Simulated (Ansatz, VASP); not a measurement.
This is a calculation of Tl for VASP 6.6.1.

File INCAR:

```
  ALGO = Normal
  EDIFF = 1E-6
  ENCUT = 520
  GGA = PS
  ISIF = 2
  ISMEAR = -1
  LASPH = True
  LCHARG = True
  LELF = True
  LREAL = False
  LVHAR = True
  LWAVE = False
  NBANDS = 20
  NELM = 100
  PREC = Accurate
  SIGMA = 0.05
```

File KPOINTS:

```
k-points
0
Gamma
  9 9 5
```

POSCAR

```
Tl
1.0
    3.3854495917      0.0000000000      0.0000000000
   -1.6927247959      2.9318853497      0.0000000000
    0.0000000000      0.0000000000      5.4122132507
Tl
2
Direct
    0.6666666667      0.3333333333      0.7500000000
    0.3333333333      0.6666666667      0.2500000000
```

Potentials or basis: VASP PAW PBE potentials, release 64 (Tl_d).

The run is started by

```sh
$ cat potpaw_PBE.64/Tl_d/POTCAR > POTCAR
$ mpirun -np 1 vasp_std > vasp.out
```

Q: Translate it to Ansatz 0.2.0. Potentials there: Ansatz PAW.

A: As run (the cutoff follows the program's own potentials):

Contents of input.yaml:

```yaml
crystal:
  lattice:
    - [3.3854495917, 0.0, 0.0]
    - [-1.6927247959, 2.9318853497, 0.0]
    - [0.0, 0.0, 5.4122132507]
  atoms:
    - { symbol: Tl, position: [0.6666666667, 0.3333333333, 0.75] }
    - { symbol: Tl, position: [0.3333333333, 0.6666666667, 0.25] }
hamiltonian:
  xc: pbesol
  pseudopotentials: { kind: paw }
kpoints:
  mp_grid: { grid: [9, 9, 5] }
scf:
  occupations: { method: fermi_dirac, width: 0.05 }
output:
  forces: true
  stress: true
  eigenvalues: true
```

Potentials or basis: Ansatz PAW.

Run with:

```console
$ ansatz run input.yaml --threads 1 --pin off --max-ram 3584MiB --backend cpu --events-out ev --progress --plain --runs-dir out
```

Both were run:

|  | VASP | Ansatz | Ansatz less VASP |
| --- | --- | --- | --- |
| gap on the k mesh at the Fermi level (eV) | none | none | - |
| pressure (GPa) | 2.8 | 2.9 | +0.08 |
| traceless stress, the component that is largest in VASP (GPa) | 1.20 | 1.21 | +0.009 |

VASP's potentials were made for PBE, not for PBEsol. A gap of «none» marks a metal or a gap that the smearing closes.

Neither program's run includes spin-orbit coupling.
